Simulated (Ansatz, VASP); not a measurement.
**O: VASP beside Ansatz**

INCAR

```
  PREC = Accurate
  ENCUT = 600
  EDIFF = 1E-6
  ISMEAR = 0
  SIGMA = 0.1
  LREAL = F
  LASPH = T
  NELM = 120
  ALGO = Normal
  ISIF = 2
  LWAVE = F
  LCHARG = T
  GGA = PE
  LELF = T
  LVHAR = T
  NBANDS = 13
  GGA_COMPAT = F
```

Contents of KPOINTS:

```
Automatic mesh
0
Gamma
  6 6 6
```

The input POSCAR:

```
O
1.0
    1.3551322239      0.7823859542      3.2449505265
   -1.3551322239      0.7823859542      3.2449505265
    0.0000000000     -1.5647719085      3.2449505265
O
2
Direct
    0.0577000000      0.0577000000      0.0577000000
    0.9423000000      0.9423000000      0.9423000000
```

Input for Ansatz:

```yaml
crystal:
  lattice:
    - [1.3551322239, 0.7823859542, 3.2449505265]
    - [-1.3551322239, 0.7823859542, 3.2449505265]
    - [0.0, -1.5647719085, 3.2449505265]
  atoms:
    - { symbol: O, position: [0.0577, 0.0577, 0.0577] }
    - { symbol: O, position: [0.9423, 0.9423, 0.9423] }
basis:
  ecutwfc: 420
kpoints:
  mp_grid: { grid: [6, 6, 6] }
hamiltonian:
  xc: pbe
scf:
  occupations: { method: gaussian, width: 0.1 }
  lower_state_search: "off"
  n_extra_bands: 5
output:
  forces: true
  stress: true
  eigenvalues: true
```

Alike in both runs: task single point; functional PBE; k mesh 6 × 6 × 6; occupations gaussian, width 0.1 eV; no spin polarisation.

|  | VASP | Ansatz |
| --- | --- | --- |
| version | VASP 6.6.1 | Ansatz 0.2.0 |
| potentials or method | VASP PAW PBE potentials, release 64 (O), cutoff 600 eV | scalar-relativistic, plane waves, PAW |
| valence electrons in the cell | 12 | 12 |

|  | VASP | Ansatz | Ansatz less VASP |
| --- | --- | --- | --- |
| gap on the k mesh at the Fermi level (eV) | none | none | - |
| rms of the force components (eV/Å) | 6.508 | 4.869 | -1.6384 |

Atom by atom the forces differ by 1.638 eV/Å (rms over components). A gap of «none» marks a metal or a gap that the smearing closes. With one functional, cell and mesh, what is left measures potentials, basis and numerics.

The k mesh is coarse, so the values compare programs but aren't converged. Noted on VASP's run: the standard files for N, O and F lose accuracy on very short bonds; spin is off for a triplet molecule.
